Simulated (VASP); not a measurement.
# WSe2 (R3m) in VASP: single point with PBE+D3(BJ)

Aim: the single point of WSe2 with PBE+D3(BJ).

All numbers are computed with VASP 6.6.1; they aren't measurements. Logs are shortened: lines on timing, memory, paths and dates and some standing lists are left out, and cuts for length are marked.

## (1) The cell of the first run

Symmetry: R3m, No. 160, trigonal system. The conventional cell has a = 3.279 Å, b = 3.279 Å, c = 42.034 Å, α = 90.00°, β = 90.00°, γ = 120.00°. W (site symmetry 3m) has 6 Se at 2.53 Å and 6 W at 3.28 Å within 3.3 Å. Within 3.3 Å of W (site symmetry 3m) lie 6 Se at 2.53 Å and 6 W at 3.28 Å. Se (site symmetry 3m) has 3 W at 2.53 Å and 6 Se at 3.28 Å within 3.3 Å. Se (site symmetry 3m) has 3 W at 2.53 Å and 6 Se at 3.28 Å within 3.3 Å. Within 3.3 Å of Se (site symmetry 3m) lie 3 W at 2.53 Å and 6 Se at 3.28 Å. Within 3.3 Å of Se (site symmetry 3m) lie 3 W at 2.53 Å and 6 Se at 3.28 Å.

## (2) Single point, PBE+D3(BJ)

File INCAR:

```
PREC = Accurate
ENCUT = 520
EDIFF = 1E-6
ISMEAR = 0
SIGMA = 0.05
LREAL = False
LASPH = True
NELM = 80
ALGO = Normal
ISIF = 2
LWAVE = False
LCHARG = False
GGA = PE
IVDW = 12
ISYM = 0
NBANDS = 35
```

File KPOINTS:

```
Automatic mesh
0
Gamma
  9 9 2
```

File POSCAR:

```
WSe2
1.0
   -3.2789854852      0.0000000000      0.0000000000
   -1.6394927426     -2.8396847288      0.0000000000
   -1.6394927426     -0.9465615763     14.0112373504
W Se
2 4
Direct
   -0.2500000000     -0.2500000000      0.7500000000
   -0.0833333333     -0.0833333333      0.2500000000
    0.0432411913      0.0432411913      0.8702764262
    0.2099078579      0.2099078579      0.3702764262
    0.2900921421      0.2900921421      0.1297235738
    0.1234254754      0.1234254754      0.6297235738
```

Potentials or basis: VASP PAW PBE potentials, release 64 (W_sv, Se).

Run with:

```bash
$ cat potpaw_PBE.64/W_sv/POTCAR potpaw_PBE.64/Se/POTCAR > POTCAR
$ mpirun -np 1 vasp_std > vasp.out
```

OUTCAR:

```text
PREC = Accurate
   ENCUT = 520
   EDIFF = 1E-6
   ISMEAR = 0
   LREAL = False
   LASPH = True
   NELM = 80
   ISIF = 2
   GGA = PE
   IVDW = 12
   ISYM = 0
 IVDW          = 12

 ion  position               nearest neighbor table
   1  0.750  0.750  0.750-   3 2.53   3 2.53   6 2.53   6 2.53   6 2.53   3 2.53
   2  0.917  0.917  0.250-   4 2.53   5 2.53   5 2.53   5 2.53   4 2.53   4 2.53
   3  0.043  0.043  0.870-   1 2.53   1 2.53   1 2.53
   4  0.210  0.210  0.370-   2 2.53   2 2.53   2 2.53
   5  0.290  0.290  0.130-   2 2.53   2 2.53   2 2.53
   6  0.123  0.123  0.630-   1 2.53   1 2.53   1 2.53

IMPORTANT INFORMATION: All symmetrisations will be switched off!
NOSYMM: (Re-)initialisation of all symmetry stuff for point group C_1.

----------------------------------------------------------------------------------------

                                     Primitive cell

  volume of cell :     130.4626

  direct lattice vectors                    reciprocal lattice vectors
    -3.278985485  0.000000000  0.000000000    -0.304972378  0.176075884 -0.023790428
    -1.639492743 -2.839684729  0.000000000     0.000000000 -0.352151769 -0.023790428
    -1.639492743 -0.946561576 14.011237350     0.000000000  0.000000000  0.071371284

  length of vectors
     3.278985485  3.278985485 14.138553227     0.352954463  0.352954463  0.071371284

  position of ions in fractional coordinates (direct lattice)
     0.750000000  0.750000000  0.750000000
     0.916666667  0.916666667  0.250000000
     0.043241191  0.043241191  0.870276426
     0.209907858  0.209907858  0.370276426
     0.290092142  0.290092142  0.129723574
     0.123425475  0.123425475  0.629723574

  ion indices of the primitive-cell ions
   primitive index   ion index
                 1           1
                 2           2
                 3           3
                 4           4
                 5           5
                 6           6

----------------------------------------------------------------------------------------

 KPOINTS: Automatic mesh

Automatic generation of k-mesh.
 Grid dimensions read from file:
 generate k-points for:    9    9    2

 Generating k-lattice:

  Cartesian coordinates                     Fractional coordinates (reciprocal lattice)
    -0.033885820  0.019563987 -0.002643381     0.111111111  0.000000000  0.000000000
     0.000000000 -0.039127974 -0.002643381     0.000000000  0.111111111  0.000000000
     0.000000000  0.000000000  0.035685642     0.000000000  0.000000000  0.500000000
[... 82 lines left out ...]
   NSW    =      0    number of steps for IOM
   IBRION =     -1    ionic relax: 0-MD 1-quasi-New 2-CG
   NFREE  =      0    steps in history (QN), initial steepest desc. (CG)
   ISIF   =      2    stress and relaxation
   ISYM   =      0    0-nonsym 1-usesym 2-fastsym
   POTIM  = 0.5000    time-step for ionic-motion
   TEBEG  =    0.0;   TEEND  =   0.0 temperature during run
   PSTRESS=    0.0 pullay stress
   NELECT =      52.0000    total number of electrons
   NUPDOWN=      -1.0000    fix difference up-down
   EMIN   =  10.00;   EMAX   =-10.00  energy-range for DOS
   EFERMI =   0.00;   METHOD = LEGACY
   ISMEAR =     0;   SIGMA  =   0.05  broadening in eV -4-tet -1-fermi 0-gaus
   EFERMI_NEDOS =   21; number of points for ismear=-14 and -15
   IALGO  =     38    algorithm
   IMIX   =      4    mixing-type and parameters
     AMIX     =   0.40;   BMIX     =  1.00
     AMIX_MAG =   1.60;   BMIX_MAG =  1.00
  volume/ion in A,a.u.               =      21.74       146.73
  Fermi-wavevector in a.u.,A,eV,Ry     =   1.204797  2.276736 19.749347  1.451536
  Thomas-Fermi vector in A             =   2.340512
   LORBIT       =      0    0 simple, 1 ext, 2 COOP (PROOUT), +10 PAW based schemes
   GGA     = PE    functional components
   LHFCALC =     F    Hartree Fock is set to
   AEXX    =    0.0000 exact exchange contribution
   IVDW    =    12    specifies the selected vdW correction
   LEPSILON=     F    determine dielectric tensor
   LRPA    =     F    only Hartree local field effects (RPA)
 non-spin polarized calculation
 Gauss-broadening in eV      SIGMA  =   0.05
  energy-cutoff  :      520.00
  volume of cell :      130.46
 maximum number of plane-waves:      3550
   NGX = 13   NGY = 13   NGZ = 53

 number of electron      52.0000008 magnetization

 Free energy of the ion-electron system (eV)
  ---------------------------------------------------
  ext. energy  EPLUGINS =         0.00000000
  ---------------------------------------------------
  free energy    TOTEN  =       -43.15647064 eV

  energy without entropy =      -43.15647064  energy(sigma->0) =      -43.15647064

 E-fermi :   5.4759     XC(G=0): -10.2384

 val. band max:        5.2669320841   @ k =   0.0000   0.0000   0.0000
 cond. band min:       6.6460430032   @ k =  -0.2222   0.1111   0.0000
 fundamental gap:      1.3791109191
 Fermi energy:         5.4759456145

 k-point     1 :       0.0000    0.0000    0.0000
  band No.  band energies     occupation
      1     -68.8050      2.00000
      2     -68.7968      2.00000
      3     -33.0578      2.00000
      4     -33.0492      2.00000
      5     -32.9152      2.00000
      6     -32.9152      2.00000
[... 901 lines left out ...]
     34       9.4904      0.00000
     35      11.0189      0.00000

 [... further k-points ...]

------------------------ aborting loop because EDIFF is reached ----------------------------------------

 Edisp (eV)   -2.59358

 E8    (eV) :    -1.1569

  FORCE on cell =-STRESS in cart. coord.  units (eV):
  Direction    XX          YY          ZZ          XY          YZ          ZX
  --------------------------------------------------------------------------------------
  -------------------------------------------------------------------------------------
  Total       0.21557     0.21543    -0.32730     0.00013    -0.00006    -0.00010
  in kB       2.64734     2.64567    -4.01951     0.00154    -0.00073    -0.00123
  external pressure =        0.42 kB  Pullay stress =        0.00 kB

 VOLUME and BASIS-vectors are now :
 -----------------------------------------------------------------------------
  energy-cutoff  :      520.00
  volume of cell :      130.46
      direct lattice vectors                 reciprocal lattice vectors
    -3.278985485  0.000000000  0.000000000    -0.304972378  0.176075884 -0.023790428
    -1.639492743 -2.839684729  0.000000000     0.000000000 -0.352151769 -0.023790428
    -1.639492743 -0.946561576 14.011237350     0.000000000  0.000000000  0.071371284

 POSITION                                       TOTAL-FORCE (eV/Angst)
 -----------------------------------------------------------------------------------
     -4.91848     -2.83968     10.50843        -0.000035     -0.000021      0.029167
     -4.91848     -2.83968      3.50281        -0.000015     -0.000007     -0.023286
     -1.63949     -0.94656     12.19365         0.000052      0.000030      0.162900
     -1.63949     -0.94656      5.18803         0.000041      0.000024      0.044862
     -1.63949     -0.94656      1.81759        -0.000032     -0.000019     -0.166959
     -1.63949     -0.94656      8.82321        -0.000012     -0.000007     -0.046684
 -----------------------------------------------------------------------------------
    total drift:                                0.000011      0.000008      0.000337

  FREE ENERGIE OF THE ION-ELECTRON SYSTEM (eV)
  ---------------------------------------------------
  free  energy   TOTEN  =       -45.7500536991 eV

  energy  without entropy=      -45.7500536991  energy(sigma->0) =      -45.75005370
```

Wall time 5.1 min (1 thread of Intel Xeon 6975P-C, shared host); peak memory 0.45 GiB.

What came out:

- Free energy: -45.7501 eV
- Pressure: 0.0 GPa
- Largest force: 0.167 eV/Å
- Band gap on the k mesh: 1.38 eV, indirect (least direct gap 1.66 eV)
- Dispersion energy per atom: -0.432 eV

Forces in eV/Å, atoms in the order of the input:
```
W    0.000  0.000  0.029
W    0.000  0.000 -0.023
Se   0.000  0.000  0.163
Se   0.000  0.000  0.045
Se   0.000  0.000 -0.167
Se   0.000  0.000 -0.047
```

Stress tensor (GPa, compression positive):
```
 0.26  0.00  0.00
 0.00  0.26  0.00
 0.00  0.00 -0.40
```

Caveat: spin-orbit coupling is left out, which moves the levels of the heavy elements.
